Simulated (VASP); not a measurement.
Sc: single point with PBEsol

The system is Sc.

```
Sc
1.0
     0.00000    2.18201    2.18201
     2.18201    0.00000    2.18201
     2.18201    2.18201    0.00000
Sc
1
Direct
  0.00000 0.00000 0.00000
```

- Program: VASP 6.6.1
- Task: single point
- Functional: PBEsol
- Potentials or basis: VASP PAW PBE potentials, release 64 (Sc_sv)
- Cutoff: 520 eV
- k mesh: 9 × 9 × 9
- Occupations: fermi-dirac, width 0.05 eV
- Spin: no spin polarisation
- Dipole correction: no
- Further INCAR settings: ALGO = Normal; EDIFF = 1e-06; NBANDS = 12

```
Pressure : 8.5 GPa
```

Levels at points of the mesh, in eV from the Fermi level:
```
           k point  band 3  band 4  band 5  band 6  band 7  band 8
(0.00, 0.00, 0.00)  -27.19  -27.19   -5.51    1.77    1.77    1.77
```

Wall time 14 s on 1 thread of AMD EPYC 7R43 64-Core Processor (Zen 3), on a shared host, peak memory 0.1 GiB.

Caveat: the PAW data sets were made with another functional, which shifts forces and pressure a little.
